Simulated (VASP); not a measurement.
Runs of VASP 6.6.1 on Hg. The structure is that of space group P6_3/mmc (No. 194), or close to it. The cells are those of the table. 

```tsv
cell	further INCAR settings	gap on the mesh (eV)	pressure (GPa)
a = 3.408, b = 3.408, c = 5.762 Å, angles 90.0, 90.0, 120.0°, 2 atoms	ALGO = Fast; EDIFF = 1e-06; NBANDS = 19	none	-1.2
a = 3.408, b = 3.408, c = 4.969 Å, angles 90.0, 90.0, 120.0°, 2 atoms	ALGO = Fast; EDIFF = 1e-06; NBANDS = 19	none	0.7
a = 3.240, b = 3.241, c = 5.128 Å, angles 90.0, 90.0, 120.0°, 2 atoms	ALGO = Fast; EDIFF = 1e-07; NBANDS = 19	none	(a)
a = 3.185, b = 3.185, c = 5.762 Å, angles 90.0, 90.0, 120.0°, 2 atoms	ALGO = Fast; EDIFF = 1e-06; NBANDS = 19	none	0.3
```

Alike in all rows: task single point; level PBE+D3(BJ); potentials or basis VASP PAW PBE potentials, release 64 (Hg); no spin polarisation; k mesh 15 × 15 × 8; cutoff (eV) 520; smearing gaussian 0.15 eV.

Fill in the values left out.

(a) 2.7.

Caveats: spin-orbit coupling is left out, which moves the levels of the heavy elements.

A k mesh can miss the band edges, and the runs leave out spin-orbit coupling on Hg.

A gap of «none» marks levels without a gap at the run's occupations.
